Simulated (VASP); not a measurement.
# Ta (Im-3m) in VASP: a series of runs

Ta is run at these levels: PBE; tasks: density of states, vibrations by perturbation theory.

Program: VASP 6.6.1. These are calculated values, not measurements. Logs are shortened: lines on timing, memory, paths and dates and some standing lists are left out, and cuts for length are marked.

## 1. The cell of the first run

It takes space group Im-3m (No. 229, cubic). The conventional cell has a = 3.319 Å, b = 3.319 Å, c = 3.319 Å, α = 90.00°, β = 90.00°, γ = 90.00°. Ta (site symmetry m-3m) has 14 Ta at 2.87 to 3.32 Å within 3.8 Å.

## 2. Density of states, PBE

Input file POSCAR:

```
Ta
1.0
   -1.6593948202      1.6593948202      1.6593948202
    1.6593948202     -1.6593948202      1.6593948202
    1.6593948202      1.6593948202     -1.6593948202
Ta
1
Direct
    0.0000000000      0.0000000000      0.0000000000
```

Input file INCAR.step1:

```
PREC = Accurate
ENCUT = 520
EDIFF = 1E-6
ISMEAR = 0
SIGMA = 0.1
LREAL = F
LASPH = T
NELM = 60
ALGO = Normal
ISIF = 2
LWAVE = F
LCHARG = T
LMAXMIX = 4
GGA = PE
NBANDS = 12
```

Input file KPOINTS.step1:

```
regular mesh
0
Gamma
  18 18 18
```

Input file INCAR.step2:

```
PREC = Accurate
ENCUT = 520
EDIFF = 1E-6
ISMEAR = -5
SIGMA = 0.1
LREAL = F
LASPH = T
NELM = 60
ALGO = Normal
ISIF = 2
LWAVE = F
LCHARG = F
LMAXMIX = 4
GGA = PE
LORBIT = 11
NBANDS = 12
NEDOS = 2001
ICHARG = 11
```

Input file KPOINTS.step2:

```
regular mesh
0
Gamma
  27 27 27
```

Potentials or basis: VASP PAW PBE potentials, release 64 (Ta_pv).

On the command line:

```bash
cat potpaw_PBE.64/Ta_pv/POTCAR > POTCAR
cp INCAR.step1 INCAR
cp KPOINTS.step1 KPOINTS
mpirun -np 1 vasp_std > vasp.out
cp INCAR.step2 INCAR
cp KPOINTS.step2 KPOINTS
mpirun -np 1 vasp_std > vasp.out
```

OUTCAR:

```text
PREC = Accurate
   ENCUT = 520
   EDIFF = 1E-6
   ISMEAR = -5
   LREAL = F
   LASPH = T
   NELM = 60
   ISIF = 2
   GGA = PE
   LORBIT = 11
   ICHARG = 11

 ion  position               nearest neighbor table
   1  0.000  0.000  0.000-

  LATTYP: Found a body centered cubic cell.
 ALAT       =     3.3187896404

  Lattice vectors:

 A1 = (  -1.6593948202,   1.6593948202,   1.6593948202)
 A2 = (   1.6593948202,  -1.6593948202,   1.6593948202)
 A3 = (   1.6593948202,   1.6593948202,  -1.6593948202)

Analysis of symmetry for initial positions (statically):
=====================================================================
 Subroutine PRICEL returns:
 Original cell was already a primitive cell.

 Routine SETGRP: Setting up the symmetry group for a
 body centered cubic supercell.

 Subroutine GETGRP returns: Found 48 space group operations
 (whereof 48 operations were pure point group operations)
 out of a pool of 48 trial point group operations.

The static configuration has the point symmetry O_h .

Analysis of symmetry for dynamics (positions and initial velocities):
=====================================================================
 Subroutine PRICEL returns:
 Original cell was already a primitive cell.

 Routine SETGRP: Setting up the symmetry group for a
 body centered cubic supercell.

 Subroutine GETGRP returns: Found 48 space group operations
 (whereof 48 operations were pure point group operations)
 out of a pool of 48 trial point group operations.

The dynamic configuration has the point symmetry O_h .

 Subroutine INISYM returns: Found 48 space group operations
 (whereof 48 operations are pure point group operations),
 and found     1 'primitive' translations

----------------------------------------------------------------------------------------

                                     Primitive cell

  volume of cell :      18.2772

  direct lattice vectors                    reciprocal lattice vectors
    -1.659394820  1.659394820  1.659394820     0.000000000  0.301314668  0.301314668
     1.659394820 -1.659394820  1.659394820     0.301314668  0.000000000  0.301314668
     1.659394820  1.659394820 -1.659394820     0.301314668  0.301314668  0.000000000

  length of vectors
     2.874156138  2.874156138  2.874156138     0.426123291  0.426123291  0.426123291

  position of ions in fractional coordinates (direct lattice)
     0.000000000  0.000000000  0.000000000

  ion indices of the primitive-cell ions
[... 81 lines left out ...]
   NFREE  =      0    steps in history (QN), initial steepest desc. (CG)
   ISIF   =      2    stress and relaxation
   ISYM   =      2    0-nonsym 1-usesym 2-fastsym
   POTIM  = 0.5000    time-step for ionic-motion
   TEBEG  =    0.0;   TEEND  =   0.0 temperature during run
   PSTRESS=    0.0 pullay stress
   NELECT =      11.0000    total number of electrons
   NUPDOWN=      -1.0000    fix difference up-down
   EMIN   =  10.00;   EMAX   =-10.00  energy-range for DOS
   EFERMI =   0.00;   METHOD = LEGACY
   ISMEAR =    -5;   SIGMA  =   0.10  broadening in eV -4-tet -1-fermi 0-gaus
   EFERMI_NEDOS =   21; number of points for ismear=-14 and -15
   IALGO  =     38    algorithm
   IMIX   =      4    mixing-type and parameters
     AMIX     =   0.40;   BMIX     =  1.00
     AMIX_MAG =   1.60;   BMIX_MAG =  1.00
  volume/ion in A,a.u.               =      18.28       123.34
  Fermi-wavevector in a.u.,A,eV,Ry     =   1.382195  2.611970 25.993429  1.910463
  Thomas-Fermi vector in A             =   2.506909
   LORBIT       =     11    0 simple, 1 ext, 2 COOP (PROOUT), +10 PAW based schemes
   GGA     = PE    functional components
   LHFCALC =     F    Hartree Fock is set to
   AEXX    =    0.0000 exact exchange contribution
   IVDW    =     0    specifies the selected vdW correction
   LEPSILON=     F    determine dielectric tensor
   LRPA    =     F    only Hartree local field effects (RPA)
 non-spin polarized calculation
 Fermi weights with tetrahedron method with Bloechl corrections
  energy-cutoff  :      520.00
  volume of cell :       18.28
 maximum number of plane-waves:       531
 NGX is ok and might be reduce to    24

 number of electron      11.0000001 magnetization

 Free energy of the ion-electron system (eV)
  ---------------------------------------------------
  ext. energy  EPLUGINS =         0.00000000
  ---------------------------------------------------
  free energy    TOTEN  =       -11.81256438 eV

  energy without entropy =      -11.81256438  energy(sigma->0) =      -11.81256438

 E-fermi :   5.3559     XC(G=0): -12.5432

 val. band max:        5.3573482211   @ k =   0.1111   0.1111   0.0000
 cond. band min:       5.3498137211   @ k =   0.0741   0.0741   0.0741
 fundamental gap:     -0.0075345000
 Fermi energy:         5.3558977847

 k-point     1 :       0.0000    0.0000    0.0000
  band No.  band energies     occupation
      1     -27.7605      2.00000
      2     -27.7605      2.00000
      3     -27.7605      2.00000
      4      -2.4917      2.00000
      5       6.1031      0.00000
      6       6.1031      0.00000
      7       6.1031      0.00000
      8       9.3245      0.00000
      9       9.3245      0.00000
     10      20.0168      0.00000
     11      20.3098      0.00000
     12      20.3098      0.00000
[... 331 lines left out ...]
 k-point    24 :       0.3704    0.0370    0.0000
  band No.  band energies     occupation
      1     -28.7541      2.00000
      2     -28.0853      2.00000
      3     -27.7726      2.00000
      4       1.0135      2.00000
      5       4.0857      2.00000
      6       5.8211     -0.03426
      7       9.2092      0.00000
      8      10.0073      0.00000
      9      11.6669      0.00000
     10      17.9977      0.00000
     11      18.3386      0.00000
     12      20.0278      0.00000

 [... further k-points ...]
[... 5 lines left out ...]
  --------------------------------------------------------------------------------------
  -------------------------------------------------------------------------------------
  Total        0.0036120      0.0036120      0.0036120      0.0000000     -0.0000000      0.0000000
  in kB        0.3166296      0.3166296      0.3166296      0.0000000     -0.0000000      0.0000000
  external PRESSURE =       0.3166296 kB  Pullay stress =       0.0000000 kB

 VOLUME and BASIS-vectors are now :
 -----------------------------------------------------------------------------
  energy-cutoff  :      520.00
  volume of cell :       18.28
      direct lattice vectors                 reciprocal lattice vectors
    -1.659394820  1.659394820  1.659394820     0.000000000  0.301314668  0.301314668
     1.659394820 -1.659394820  1.659394820     0.301314668  0.000000000  0.301314668
     1.659394820  1.659394820 -1.659394820     0.301314668  0.301314668  0.000000000

 POSITION                                       TOTAL-FORCE (eV/Angst)
 -----------------------------------------------------------------------------------
      0.00000      0.00000      0.00000         0.000000      0.000000     -0.000000
 -----------------------------------------------------------------------------------
    total drift:                               -0.000000      0.000000     -0.000000

  FREE ENERGIE OF THE ION-ELECTRON SYSTEM (eV)
  ---------------------------------------------------
  free  energy   TOTEN  =       -11.8125643816 eV

  energy  without entropy=      -11.8125643816  energy(sigma->0) =      -11.81256438

 total charge

# of ion       s       p       d       tot
------------------------------------------
    1        0.368   6.167   2.370   8.905
```

OUTCAR.step1:

```text
PREC = Accurate
   ENCUT = 520
   EDIFF = 1E-6
   ISMEAR = 0
   LREAL = F
   LASPH = T
[... 576 lines left out ...]

 POSITION                                       TOTAL-FORCE (eV/Angst)
 -----------------------------------------------------------------------------------
      0.00000      0.00000      0.00000         0.000000      0.000000      0.000000
 -----------------------------------------------------------------------------------
    total drift:                                0.000000      0.000000      0.000000

  FREE ENERGIE OF THE ION-ELECTRON SYSTEM (eV)
  ---------------------------------------------------
  free  energy   TOTEN  =       -11.8163177268 eV

  energy  without entropy=      -11.8102310153  energy(sigma->0) =      -11.81327437
```

Wall time 34 s (1 thread of Intel Xeon 6975P-C (Granite Rapids), shared host); peak memory 0.28 GiB.

What came out:

| Property | Result |
| --- | --- |
| Valence electrons inside the program's atomic spheres | Ta 8.90 |

Caveat: spin-orbit coupling is left out, which moves the levels of the heavy elements; tetrahedron occupations give inexact forces and stress in metals.

[end of part 1 of 2]
